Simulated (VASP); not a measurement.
Input of a VASP 6.6.1 run:

INCAR

```
SYSTEM = Y
PREC = Accurate
ENCUT = 520
EDIFF = 1E-6
ISMEAR = -1
SIGMA = 0.08
LREAL = .FALSE.
LASPH = .TRUE.
NELM = 100
ALGO = Normal
ISIF = 2
LWAVE = .FALSE.
LCHARG = .TRUE.
GGA = PS
LELF = .TRUE.
LVHAR = .TRUE.
NBANDS = 12
```

The input KPOINTS:

```
Automatic mesh
0
G
  12 12 12
  0 0 0
```

Contents of POSCAR:

```
Y
1.0
    3.1035922038      0.0000000000      0.0000000000
    0.0000000000      3.1035922038      0.0000000000
    0.0000000000      0.0000000000      3.1035922038
Y
1
Direct
    0.0000000000      0.0000000000      0.0000000000
```

Potentials or basis: VASP PAW PBE potentials, release 64 (Y_sv).

The run is started by

```bash
$ cat potpaw_PBE.64/Y_sv/POTCAR > POTCAR
$ mpirun -np 1 vasp_std > vasp.out
```

Q: Predict the pressure.

A: 2.6 GPa.

Caveat: the PAW data sets were made with another functional, which shifts forces and pressure a little.
